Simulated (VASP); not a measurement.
# TiB4Mo (P6/mmm) in VASP: notebook

Runs on TiB4Mo. Level: LDA. Tasks: single point, relaxation of cell and atoms.

Everything below comes from runs of VASP 6.6.1. Logs are shortened: lines on timing, memory, paths and dates and some standing lists are left out, and cuts for length are marked.

## (1) The cell of the first run

The structure is hexagonal, space group P6/mmm (No. 191). Conventional cell: a = 3.017 Å, b = 3.017 Å, c = 6.306 Å, α = 90.00°, β = 90.00°, γ = 120.00°. Ti (site symmetry 6/mmm) has 12 B at 2.32 Å and 6 Ti at 3.02 Å and 2 Mo at 3.15 Å within 3.2 Å. Within 2.4 Å of B (site symmetry 3m) lie 3 B at 1.74 Å and 3 Ti at 2.32 Å and 3 Mo at 2.38 Å. Mo (site symmetry 6/mmm) has 12 B at 2.38 Å and 6 Mo at 3.02 Å and 2 Ti at 3.15 Å within 3.2 Å.

## (2) Single point, LDA

Contents of INCAR:

```
PREC = Accurate
ENCUT = 520
EDIFF = 1E-6
ISMEAR = 0
SIGMA = 0.1
LREAL = False
LASPH = True
NELM = 100
ALGO = Normal
ISIF = 2
LWAVE = False
LCHARG = True
LELF = True
LVHAR = True
NBANDS = 28
```

Contents of KPOINTS:

```
regular mesh
0
Gamma
  15 15 6
```

Contents of POSCAR:

```
TiB4Mo
1.0
    3.0167354639      0.0000000000      0.0000000000
   -1.5083677319      2.6125695482      0.0000000000
    0.0000000000      0.0000000000      6.3058995079
Ti B Mo
1 4 1
Direct
    0.0000000000      0.0000000000      0.5000000000
    0.3333333333      0.6666666667      0.7437872408
    0.3333333333      0.6666666667      0.2562127592
    0.6666666667      0.3333333333      0.7437872408
    0.6666666667      0.3333333333      0.2562127592
    0.0000000000      0.0000000000      0.0000000000
```

Potentials or basis: VASP PAW LDA potentials, release 64 (Ti_sv, B, Mo_sv).

Command:

```console
$ cat potpaw_LDA.64/Ti_sv/POTCAR potpaw_LDA.64/B/POTCAR potpaw_LDA.64/Mo_sv/POTCAR > POTCAR
$ mpirun -np 1 vasp_std > vasp.out
```

OUTCAR:

```text
PREC = Accurate
   ENCUT = 520
   EDIFF = 1E-6
   ISMEAR = 0
   LREAL = False
   LASPH = True
   NELM = 100
   ISIF = 2

 ion  position               nearest neighbor table
   1  0.000  0.000  0.500-   2 2.32   3 2.32   4 2.32   5 2.32   2 2.32   3 2.32   4 2.32   5 2.32
                             4 2.32   5 2.32   2 2.32   3 2.32   6 3.15   6 3.15
   2  0.333  0.667  0.744-   4 1.74   4 1.74   4 1.74   1 2.32   1 2.32   1 2.32   6 2.38   6 2.38
                             6 2.38
   3  0.333  0.667  0.256-   5 1.74   5 1.74   5 1.74   1 2.32   1 2.32   1 2.32   6 2.38   6 2.38
                             6 2.38
   4  0.667  0.333  0.744-   2 1.74   2 1.74   2 1.74   1 2.32   1 2.32   1 2.32   6 2.38   6 2.38
                             6 2.38
   5  0.667  0.333  0.256-   3 1.74   3 1.74   3 1.74   1 2.32   1 2.32   1 2.32   6 2.38   6 2.38
                             6 2.38
   6  0.000  0.000  0.000-   2 2.38   3 2.38   4 2.38   5 2.38   2 2.38   3 2.38   4 2.38   5 2.38
                             4 2.38   5 2.38   2 2.38   3 2.38   1 3.15   1 3.15

  LATTYP: Found a hexagonal cell.
 ALAT       =     3.0167354639
 C/A-ratio  =     2.0903057571

  Lattice vectors:

 A1 = (   3.0167354639,   0.0000000000,   0.0000000000)
 A2 = (  -1.5083677319,   2.6125695482,   0.0000000000)
 A3 = (   0.0000000000,   0.0000000000,   6.3058995079)

Analysis of symmetry for initial positions (statically):
=====================================================================
 Subroutine PRICEL returns:
 Original cell was already a primitive cell.

 Routine SETGRP: Setting up the symmetry group for a
 hexagonal supercell.

 Subroutine GETGRP returns: Found 24 space group operations
 (whereof 24 operations were pure point group operations)
 out of a pool of 24 trial point group operations.

The static configuration has the point symmetry D_6h.

Analysis of symmetry for dynamics (positions and initial velocities):
=====================================================================
 Subroutine PRICEL returns:
 Original cell was already a primitive cell.

 Routine SETGRP: Setting up the symmetry group for a
 hexagonal supercell.

 Subroutine GETGRP returns: Found 24 space group operations
 (whereof 24 operations were pure point group operations)
 out of a pool of 24 trial point group operations.

The dynamic configuration has the point symmetry D_6h.

 Subroutine INISYM returns: Found 24 space group operations
 (whereof 24 operations are pure point group operations),
 and found     1 'primitive' translations

----------------------------------------------------------------------------------------

                                     Primitive cell

  volume of cell :      49.6995

  direct lattice vectors                    reciprocal lattice vectors
     3.016735464  0.000000000  0.000000000     0.331484153  0.191382465  0.000000000
    -1.508367732  2.612569548  0.000000000     0.000000000  0.382764930  0.000000000
     0.000000000  0.000000000  6.305899508     0.000000000  0.000000000  0.158581658

  length of vectors
     3.016735464  3.016735464  6.305899508     0.382764930  0.382764930  0.158581658

  position of ions in fractional coordinates (direct lattice)
     0.000000000  0.000000000  0.500000000
     0.333333333  0.666666667  0.743787241
     0.333333333  0.666666667  0.256212759
     0.666666667  0.333333333  0.743787241
     0.666666667  0.333333333  0.256212759
     0.000000000  0.000000000  0.000000000

  ion indices of the primitive-cell ions
   primitive index   ion index
                 1           1
                 2           2
                 3           3
                 4           4
                 5           5
                 6           6

----------------------------------------------------------------------------------------

 KPOINTS: regular mesh

Automatic generation of k-mesh.
 Grid dimensions read from file:
 generate k-points for:   15   15    6

 Generating k-lattice:

  Cartesian coordinates                     Fractional coordinates (reciprocal lattice)
     0.022098944  0.012758831  0.000000000     0.066666667  0.000000000  0.000000000
     0.000000000  0.025517662  0.000000000     0.000000000  0.066666667  0.000000000
     0.000000000  0.000000000  0.026430276     0.000000000  0.000000000  0.166666667

  Length of vectors
     0.025517662  0.025517662  0.026430276

  Shift w.r.t. Gamma in fractional coordinates (k-lattice)
     0.000000000  0.000000000  0.000000000

 Subroutine IBZKPT returns following result:
 ===========================================

 Found    108 irreducible k-points:

 Following reciprocal coordinates:
            Coordinates               Weight
  0.000000  0.000000  0.000000      1.000000
  0.066667 -0.000000  0.000000      6.000000
  0.133333  0.000000  0.000000      6.000000
  0.200000 -0.000000  0.000000      6.000000
  0.266667  0.000000  0.000000      6.000000
  0.333333 -0.000000  0.000000      6.000000
[... 16 lines left out ...]
  0.333333  0.200000  0.000000     12.000000
  0.400000  0.200000  0.000000      6.000000
 [... further k-points ...]
   k-points           NKPTS =    108   k-points in BZ     NKDIM =    108   number of bands    NBANDS=     28
   number of dos      NEDOS =    301   number of ions     NIONS =      6
   total plane-waves  NPLWV =  27648
   dimension x,y,z NGX =    24 NGY =   24 NGZ =   48
   dimension x,y,z NGXF=    48 NGYF=   48 NGZF=   96
   ions per type =               1   4   1
   NGX,Y,Z   is equivalent  to a cutoff of  13.23, 13.23, 12.65 a.u.
   NGXF,Y,Z  is equivalent  to a cutoff of  26.45, 26.45, 25.31 a.u.
 SYSTEM =  unknown system
   PREC   = accura    normal or accurate (medium, high low for compatibility)
   ISTART =      0    job   : 0-new  1-cont  2-samecut
   ICHARG =      2    charge: 1-file 2-atom 10-const
   ISPIN  =      1    spin polarized calculation?
   LNONCOLLINEAR =      F non collinear calculations
   LSORBIT =      F    spin-orbit coupling
   LASPH  =      T    aspherical Exc in radial PAW
   ENCUT  =  520.0 eV  38.22 Ry    6.18 a.u.   5.61  5.61 11.72*2*pi/ulx,y,z
   NELM   =    100;   NELMIN=  2; NELMDL= -5     # of ELM steps
   EDIFF  = 0.1E-05   stopping-criterion for ELM
   LREAL  =      F    real-space projection
   EDIFFG = 0.1E-04   stopping-criterion for IOM
   NSW    =      0    number of steps for IOM
   IBRION =     -1    ionic relax: 0-MD 1-quasi-New 2-CG
   NFREE  =      0    steps in history (QN), initial steepest desc. (CG)
   ISIF   =      2    stress and relaxation
   ISYM   =      2    0-nonsym 1-usesym 2-fastsym
   POTIM  = 0.5000    time-step for ionic-motion
   TEBEG  =    0.0;   TEEND  =   0.0 temperature during run
   PSTRESS=    0.0 pullay stress
   NELECT =      38.0000    total number of electrons
   NUPDOWN=      -1.0000    fix difference up-down
   EMIN   =  10.00;   EMAX   =-10.00  energy-range for DOS
   EFERMI =   0.00;   METHOD = LEGACY
   ISMEAR =     0;   SIGMA  =   0.10  broadening in eV -4-tet -1-fermi 0-gaus
   EFERMI_NEDOS =   21; number of points for ismear=-14 and -15
   IALGO  =     38    algorithm
   IMIX   =      4    mixing-type and parameters
     AMIX     =   0.40;   BMIX     =  1.00
     AMIX_MAG =   1.60;   BMIX_MAG =  1.00
  volume/ion in A,a.u.               =       8.28        55.90
  Fermi-wavevector in a.u.,A,eV,Ry     =   1.496989  2.828899 30.490336  2.240977
  Thomas-Fermi vector in A             =   2.608935
   LORBIT       =      0    0 simple, 1 ext, 2 COOP (PROOUT), +10 PAW based schemes
   GGA     = CA    functional components
   LHFCALC =     F    Hartree Fock is set to
   AEXX    =    0.0000 exact exchange contribution
   IVDW    =     0    specifies the selected vdW correction
   LEPSILON=     F    determine dielectric tensor
   LRPA    =     F    only Hartree local field effects (RPA)
 non-spin polarized calculation
 Gauss-broadening in eV      SIGMA  =   0.10
  energy-cutoff  :      520.00
  volume of cell :       49.70
 maximum number of plane-waves:      1361
 NGX is ok and might be reduce to    24
   NGX = 11   NGY = 11   NGZ = 23

 number of electron      37.9999996 magnetization

 Free energy of the ion-electron system (eV)
  ---------------------------------------------------
  ext. energy  EPLUGINS =         0.00000000
  ---------------------------------------------------
  free energy    TOTEN  =       -55.11625870 eV

  energy without entropy =      -55.10619493  energy(sigma->0) =      -55.11122682

 E-fermi :  12.0408     XC(G=0): -13.4690

 val. band max:       12.0380636082   @ k =   0.2667   0.2667   0.0000
 cond. band min:      12.0572138679   @ k =   0.4000   0.0667   0.1667
 fundamental gap:      0.0191502596
 Fermi energy:        12.0407560871

 k-point     1 :       0.0000    0.0000    0.0000
  band No.  band energies     occupation
      1     -49.5381      2.00000
      2     -44.3703      2.00000
      3     -24.0751      2.00000
      4     -23.5291      2.00000
      5     -23.5291      2.00000
      6     -21.3070      2.00000
[... 20 lines left out ...]
     27      16.8725      0.00000
     28      16.8727      0.00000

 k-point     2 :       0.0667   -0.0000    0.0000
  band No.  band energies     occupation
      1     -49.5348      2.00000
      2     -44.3675      2.00000
      3     -24.0698      2.00000
      4     -23.5573      2.00000
      5     -23.5355      2.00000
      6     -21.3029      2.00000
[... 20 lines left out ...]
     27      17.2166      0.00000
     28      17.3695      0.00000

 k-point     3 :       0.1333    0.0000    0.0000
  band No.  band energies     occupation
      1     -49.5255      2.00000
      2     -44.3599      2.00000
      3     -24.0548      2.00000
      4     -23.6367      2.00000
      5     -23.5536      2.00000
      6     -21.2915      2.00000
[... 20 lines left out ...]
     27      17.9339      0.00000
     28      18.1515      0.00000

 k-point     4 :       0.2000   -0.0000    0.0000
  band No.  band energies     occupation
      1     -49.5118      2.00000
      2     -44.3485      2.00000
      3     -24.0326      2.00000
      4     -23.7519      2.00000
      5     -23.5801      2.00000
      6     -21.2745      2.00000
[... 578 lines left out ...]
     27      18.4037      0.00000
     28      18.4477      0.00000

 k-point    23 :       0.3333    0.2000    0.0000
  band No.  band energies     occupation
      1     -49.4583      2.00000
      2     -44.3043      2.00000
      3     -24.0703      2.00000
      4     -23.9459      2.00000
      5     -23.8002      2.00000
      6     -21.2085      2.00000
[... 20 lines left out ...]
     27      17.7221      0.00000
     28      19.1723      0.00000

 k-point    24 :       0.4000    0.2000    0.0000
  band No.  band energies     occupation
      1     -49.4556      2.00000
      2     -44.3021      2.00000
      3     -24.0824      2.00000
      4     -23.9415      2.00000
      5     -23.8148      2.00000
      6     -21.2051      2.00000
[... 20 lines left out ...]
     27      17.3918      0.00000
     28      19.3583      0.00000

 [... further k-points ...]
[... 5 lines left out ...]
  --------------------------------------------------------------------------------------
  -------------------------------------------------------------------------------------
  Total        0.2469130      0.2469130      0.2713669      0.0000000      0.0000000      0.0000000
  in kB        7.9598030      7.9598030      8.7481326      0.0000000      0.0000000      0.0000000
  external PRESSURE =       8.2225795 kB  Pullay stress =       0.0000000 kB

 VOLUME and BASIS-vectors are now :
 -----------------------------------------------------------------------------
  energy-cutoff  :      520.00
  volume of cell :       49.70
      direct lattice vectors                 reciprocal lattice vectors
     3.016735464  0.000000000  0.000000000     0.331484153  0.191382465  0.000000000
    -1.508367732  2.612569548  0.000000000     0.000000000  0.382764930  0.000000000
     0.000000000  0.000000000  6.305899508     0.000000000  0.000000000  0.158581658

 POSITION                                       TOTAL-FORCE (eV/Angst)
 -----------------------------------------------------------------------------------
      0.00000      0.00000      3.15295        -0.000000      0.000000      0.000000
     -0.00000      1.74171      4.69025        -0.000000     -0.000000     -0.012442
     -0.00000      1.74171      1.61565        -0.000000      0.000000      0.012442
      1.50837      0.87086      4.69025         0.000000     -0.000000     -0.012442
      1.50837      0.87086      1.61565         0.000000      0.000000      0.012442
      0.00000      0.00000      0.00000        -0.000000      0.000000      0.000000
 -----------------------------------------------------------------------------------
    total drift:                               -0.000000      0.000000      0.000000

  FREE ENERGIE OF THE ION-ELECTRON SYSTEM (eV)
  ---------------------------------------------------
  free  energy   TOTEN  =       -55.1162587047 eV

  energy  without entropy=      -55.1061949303  energy(sigma->0) =      -55.11122682
```

Run time: 51 s. Hardware: 1 thread of Intel Xeon 6975P-C (Granite Rapids), shared host; peak memory 0.26 GiB.

Results:

```
Free energy            : -55.1163 eV
Pressure               : 0.8 GPa
Largest force          : 0.012 eV/Å
Band gap on the k mesh : zero (bands 19 and 20 overlap by 1.85 eV)
```

Forces in eV/Å, atoms in the order of the input:
```
Ti   0.000  0.000  0.000
B    0.000  0.000 -0.012
B    0.000  0.000  0.012
B    0.000  0.000 -0.012
B    0.000  0.000  0.012
Mo   0.000  0.000  0.000
```

Levels at points of the mesh, in eV from the Fermi level:
| k point | band 15 | band 16 | band 17 | band 18 | band 19 | band 20 | band 21 | band 22 | band 23 | band 24 |
| --- | --- | --- | --- | --- | --- | --- | --- | --- | --- | --- |
| (0.00, 0.00, 0.00) | -2.86 | -2.00 | -2.00 | -1.61 | -1.61 | -1.01 | -1.01 | 1.02 | 1.09 | 1.09 |
| (0.00, 0.00, 0.50) | -2.99 | -2.99 | -1.55 | -1.55 | -1.47 | -0.06 | -0.06 | -0.02 | 1.10 | 1.10 |

## (3) Relaxation of cell and atoms, LDA

This run uses another cell than the first one, of 8.64 Å³/atom.

Contents of INCAR:

```
SYSTEM = TiB4Mo
ALGO = Normal ; EDIFF = 1E-6
EDIFFG = -0.005 ; ENCUT = 600
GGA = CA ; IBRION = 2
ISIF = 3 ; ISMEAR = 0
LASPH = .True. ; LCHARG = .False.
LREAL = .False. ; LWAVE = .False.
NELM = 80 ; NSW = 70
PREC = Accurate ; SIGMA = 0.1
```

Contents of KPOINTS:

```
k-points
0
Gamma
  15 15 6
  0 0 0
```

Contents of POSCAR:

```
TiB4Mo
1.0
    3.0524874365      0.0000000000      0.0000000000
   -1.5262437182      2.6435316648      0.0000000000
    0.0000000000      0.0000000000      6.4268998534
Ti B Mo
1 4 1
Direct
    0.0000000000      0.0000000000      0.5000000000
    0.3333333333      0.6666666667      0.7443606942
    0.3333333333      0.6666666667      0.2556393058
    0.6666666667      0.3333333333      0.7443606942
    0.6666666667      0.3333333333      0.2556393058
    0.0000000000      0.0000000000      0.0000000000
```

Potentials or basis: VASP PAW LDA potentials, release 64 (Ti_sv, B, Mo_sv).

Command:

```console
$ cat potpaw_LDA.64/Ti_sv/POTCAR potpaw_LDA.64/B/POTCAR potpaw_LDA.64/Mo_sv/POTCAR > POTCAR
$ mpirun -np 1 vasp_std > vasp.out
```

Wall time 4.8 min (1 thread of Intel Xeon 6975P-C (Granite Rapids), shared host); peak memory 0.29 GiB.

Results (log left out):

```yaml
Free_energy: -55.1226 eV
Relaxed_volume: 8.30 Å³/atom
Relaxed_cell: a = 3.019 Å, b = 3.019 Å, c = 6.314 Å, α = 90.00°, β = 90.00°, γ = 120.00°
Space_group_after_relaxing_to_0.1_Å: P6/mmm (No. 191)
Energy_gained_by_relaxing: 12.3 meV/atom
Ionic_steps: 10
Pressure_after_relaxing: 0.0 GPa
Largest_force_after_relaxing: 0.003 eV/Å
Band_gap_on_the_k_mesh: zero (bands 19 and 20 overlap by 1.84 eV)
```

Forces on the atoms (eV/Å):
```
Ti   0.000  0.000  0.000
B    0.000  0.000  0.003
B    0.000  0.000 -0.003
B    0.000  0.000  0.003
B    0.000  0.000 -0.003
Mo   0.000  0.000  0.000
```

The path:
```
step  energy change (eV)  largest force (eV/Å)  pressure (GPa)  volume (Å³)
   1              0.0000                0.0024          -11.19        51.86
   2              0.0495                0.1313           16.89        47.46
   3             -0.0720                0.0535           -0.11        49.89
   4             -0.0720                0.0545            0.10        49.85
   5             -0.0738                0.0252            0.11        49.82
   6             -0.0738                0.0174            0.11        49.81
   7             -0.0739                0.0058           -0.08        49.85
   8             -0.0739                0.0038           -0.13        49.85
   9             -0.0739                0.0053           -0.13        49.85
  10             -0.0739                0.0035           -0.01        49.83
```

Final structure:
```cif
data_structure
_symmetry_space_group_name_H-M 'P 1'
_symmetry_Int_Tables_number 1
_cell_length_a 3.0186
_cell_length_b 3.0186
_cell_length_c 6.3142
_cell_angle_alpha 90.000
_cell_angle_beta 90.000
_cell_angle_gamma 120.000
_cell_volume 49.83
loop_
_atom_site_label
_atom_site_type_symbol
_atom_site_fract_x
_atom_site_fract_y
_atom_site_fract_z
_atom_site_occupancy
Ti1 Ti 0.00000 0.00000 0.50000 1
B1 B 0.33333 0.66667 0.74364 1
B2 B 0.33333 0.66667 0.25636 1
B3 B 0.66667 0.33333 0.74364 1
B4 B 0.66667 0.33333 0.25636 1
Mo1 Mo 0.00000 0.00000 0.00000 1
```

Levels at points of the mesh, in eV from the Fermi level:
```tsv
k point	band 17	band 18	band 19	band 20	band 21	band 22
(0.00, 0.00, 0.00)	-1.98	-1.60	-1.60	-1.01	-1.01	1.01
(0.00, 0.00, 0.50)	-1.54	-1.54	-1.47	-0.06	-0.06	-0.01
```
